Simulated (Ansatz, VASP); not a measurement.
## Two plane-wave programs on Au

```
Au
1.0
    -1.62107    1.71834    1.62107
     1.62107   -1.71834    1.62107
     1.62107    1.71834   -1.62107
Au
1
Cartesian
  0.0000 0.0000 0.0000
```

Change from the starting cell: strain +0.0600 x Voigt [0, 1, 0, 0, 0, 0], atoms carried along.

Alike in both runs: task single point; functional PBEsol; k mesh 26 × 26 × 26; occupations gaussian, width 0.15 eV; no spin polarisation.

|  | VASP | Ansatz |
| --- | --- | --- |
| version | VASP 6.6.1 | Ansatz 0.2.0 |
| potentials or method | VASP PAW PBE potentials, release 64 (Au), cutoff 520 eV | scalar-relativistic, plane waves, PAW |
| valence electrons in the cell | 11 | 19 |

Ansatz gave:

| Item | Value |
| --- | --- |
| gap on the k mesh at the Fermi level (eV) | none |
| pressure (GPa) | -8.4 |
| traceless stress, the component that is largest in VASP (GPa) | 0.28 |

Task: What did VASP give for the same quantities?

Result: gap on the k mesh at the Fermi level (eV): none; pressure (GPa): -8.6; traceless stress, the component that is largest in VASP (GPa): 0.29.

VASP's potentials were made for PBE, not for PBEsol. A gap of «none» marks a metal or a gap that the smearing closes. VASP's potentials hold 11 valence electrons a cell and Ansatz's 19, so a difference there can come from the potentials and not from the codes.

Spin-orbit coupling is off throughout.
